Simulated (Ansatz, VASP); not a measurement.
# Pt: VASP beside Ansatz

File INCAR:

```
ALGO     = Fast           # electronic algorithm
EDIFF    = 1E-7           # SCF threshold, eV
ENCUT    = 520            # plane-wave cutoff, eV
ISIF     = 2              # what is computed and relaxed
ISMEAR   = 0              # smearing method
LASPH    = T              # aspherical terms in the spheres
LCHARG   = T              # write CHGCAR
LELF     = T              # ELF
LREAL    = F              # projectors in reciprocal space
LVHAR    = T            
LWAVE    = F              # write WAVECAR
NBANDS   = 11             # bands
NELM     = 100            # most SCF steps
PREC     = Accurate       # precision mode
SIGMA    = 0.15           # smearing width, eV
```

The input KPOINTS:

```
k-points
0
Gamma
  20 20 20
```

File POSCAR:

```
Pt
1.0
    0.0000000000      1.9468328700      2.0149720204
    2.0539086778      0.0000000000      2.0149720204
    2.0539086778      1.9468328700      0.0000000000
Pt
1
Direct
    0.0000000000      0.0000000000      0.0000000000
```

Input for Ansatz:

```yaml
crystal:
  lattice:
    - [0.0, 1.94683287, 2.0149720204]
    - [2.0539086778, 0.0, 2.0149720204]
    - [2.0539086778, 1.94683287, 0.0]
  atoms:
    - { symbol: Pt, position: [0.0, 0.0, 0.0] }
basis:
  ecutwfc: 420
kpoints:
  mp_grid: { grid: [20, 20, 20] }
hamiltonian:
  xc: lda
scf:
  occupations: { method: gaussian, width: 0.15 }
output:
  forces: true
  stress: true
  eigenvalues: true
```

Change from the starting cell: normal strain along x +0.0550, normal strain along z +0.0350.

Alike in both runs: task single point; functional LDA; k mesh 20 × 20 × 20; occupations gaussian, width 0.15 eV; no spin polarisation.

```csv
,VASP,Ansatz
version,VASP 6.6.1,Ansatz 0.2.0
potentials or method,"VASP PAW LDA potentials, release 64 (Pt), cutoff 520 eV","scalar-relativistic, plane waves, PAW"
valence electrons in the cell,10,18
```

Ansatz gave:

| Property | Result |
| --- | --- |
| gap on the k mesh at the Fermi level (eV) | none |
| pressure (GPa) | -21.0 |
| traceless stress, the component that is largest in VASP (GPa) | -1.84 |

Task: Estimate VASP's values.

Result: gap on the k mesh at the Fermi level (eV): none; pressure (GPa): -20.5; traceless stress, the component that is largest in VASP (GPa): -1.85.

LDA's correlation is that of Perdew and Zunger in VASP and of Perdew and Wang (1992) in Ansatz. A gap of «none» marks a metal or a gap that the smearing closes. VASP's potentials hold 10 valence electrons a cell and Ansatz's 18, so a difference there can come from the potentials and not from the codes.

Spin-orbit coupling is off throughout.
